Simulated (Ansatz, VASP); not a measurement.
**W in VASP and in Ansatz**

```
W
1.0
     2.90093    0.00000    0.00000
    -1.45047    2.51228    0.00000
     0.00000    0.00000    9.35608
W
4
Cartesian
  0.0000 0.0000 0.0000
  0.0000 0.0000 4.6780
  0.0000 1.6749 7.0171
  1.4505 0.8374 2.3390
```

Alike in both runs: task relaxation of cell and atoms; functional r2SCAN; k mesh 6 × 6 × 2; occupations gaussian, width 0.1 eV; no spin polarisation.

|  | VASP | Ansatz |
| --- | --- | --- |
| version | VASP 6.6.1 | Ansatz 0.2.0 |
| potentials or method | VASP PAW PBE potentials, release 64 (W_sv), cutoff 600 eV | scalar-relativistic, plane waves, PAW |
| valence electrons in the cell | 56 | 56 |

|  | VASP | Ansatz | Ansatz less VASP |
| --- | --- | --- | --- |
| gap on the k mesh at the Fermi level, each at its own relaxed structure (eV) | none | none | - |
| relaxed volume (Å³/atom) | 16.40 | 16.34 | -0.065 |
| relaxed cell length with the largest relative difference (Å) | 2.770 | 2.766 | -0.0042 |

VASP's potentials were made for PBE, not for r2SCAN. A gap of «none» marks a metal or a gap that the smearing closes.

The k mesh is coarse, so the values compare programs but aren't converged. Neither program's run includes spin-orbit coupling.
